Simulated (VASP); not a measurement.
Wanted: the native input for a VASP 6.6.1 run.

- Task: single point
- Functional: r2SCAN
- Potentials or basis: VASP PAW PBE potentials, release 64 (Al, Ni)
- Cutoff: 520 eV
- k mesh: 6 × 6 × 6
- Occupations: gaussian, width 0.1 eV
- Spin: no spin polarisation
- Dipole correction: no
- Further INCAR settings: ALGO = Normal; EDIFF = 1e-06; NBANDS = 24

AlNi3:

```
Al Ni
1.0
     0.00000    2.80189    2.80189
     2.80189    0.00000    2.80189
     2.80189    2.80189    0.00000
Al Ni
1 3
Direct
  0.50000 0.50000 0.50000
  0.25000 0.25000 0.25000
  0.00000 0.00000 0.00000
  0.75000 0.75000 0.75000
```

One way to write it, as run:

POSCAR

```
AlNi3
1.0
    0.0000000000      2.8018887551      2.8018887551
    2.8018887551      0.0000000000      2.8018887551
    2.8018887551      2.8018887551      0.0000000000
Al Ni
1 3
Direct
    0.5000000000      0.5000000000      0.5000000000
    0.2500000000      0.2500000000      0.2500000000
    0.0000000000      0.0000000000      0.0000000000
    0.7500000000      0.7500000000      0.7500000000
```

INCAR.step1

```
PREC = Accurate
ENCUT = 520
ISMEAR = 0
SIGMA = 0.1
LREAL = False
LASPH = True
NELM = 100
NBANDS = 24
GGA = PE
ALGO = Normal
EDIFF = 1E-4
LWAVE = True
LCHARG = False
```

INCAR.step2

```
PREC = Accurate
ENCUT = 520
EDIFF = 1E-6
ISMEAR = 0
SIGMA = 0.1
LREAL = False
LASPH = True
NELM = 100
ALGO = Normal
ISIF = 2
LWAVE = False
LCHARG = False
METAGGA = R2SCAN
LMIXTAU = True
NBANDS = 24
ISTART = 1
```

KPOINTS

```
regular mesh
0
Gamma
  6 6 6
```

Potentials or basis: VASP PAW PBE potentials, release 64 (Al, Ni).

Launch:

```sh
$ cat potpaw_PBE.64/Al/POTCAR potpaw_PBE.64/Ni/POTCAR > POTCAR
$ cp INCAR.step1 INCAR
$ mpirun -np 1 vasp_std > vasp.out
$ cp INCAR.step2 INCAR
$ mpirun -np 1 vasp_std > vasp.out
```

Results of the run:

* Pressure: 0.1 GPa

Caveat: the PAW data sets were made with another functional, which shifts forces and pressure a little.

It took 98 s on 1 thread of Intel(R) Xeon(R) Platinum 8259CL CPU @ 2.50GHz (Skylake/Cascade Lake), with other jobs on the host, peak memory 0.17 GiB.
